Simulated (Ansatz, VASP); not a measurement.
## One calculation of C, two programs

```
C
1.0
     4.25879    0.00000    0.00000
     0.00000    8.87047    0.00000
     0.00000    0.00000   25.63109
C
20
Direct
  0.14506 0.95835 0.29650
  0.85494 0.95835 0.29650
  0.66325 0.92320 0.33866
  0.33675 0.92320 0.33866
  0.16624 0.88476 0.38478
  0.83376 0.88476 0.38478
  0.66595 0.84630 0.43090
  0.33405 0.84630 0.43090
  0.16681 0.80784 0.47704
  0.83319 0.80784 0.47704
  0.66681 0.76956 0.52296
  0.33319 0.76956 0.52296
  0.16595 0.73110 0.56910
  0.83405 0.73110 0.56910
  0.66624 0.69265 0.61522
  0.33376 0.69265 0.61522
  0.16325 0.65421 0.66134
  0.83675 0.65421 0.66134
  0.64506 0.61907 0.70350
  0.35494 0.61907 0.70350
```

Alike in both runs: functional PBEsol; k mesh 8 × 4 × 1; occupations gaussian, width 0.1 eV; no spin polarisation.

Ansatz relaxed the structure, and its values are those at the end. VASP's run is a single point on that final structure, the one shown.

|  | VASP | Ansatz |
| --- | --- | --- |
| version | VASP 6.6.1 | Ansatz 0.2.0 |
| potentials or method | VASP PAW PBE potentials, release 64 (C), cutoff 520 eV | scalar-relativistic, plane waves, PAW |
| valence electrons in the cell | 80 | 80 |

```tsv
	VASP	Ansatz	Ansatz less VASP
gap on the k mesh at the Fermi level (eV)	0.89	0.88	-0.008
least direct gap on the mesh (eV)	1.10	1.10	+0.001
rms of the force components (eV/Å)	0.025	0.004	-0.0204
```

VASP's potentials were made for PBE, not for PBEsol. Ansatz's warnings: xc potential rough in thin density.
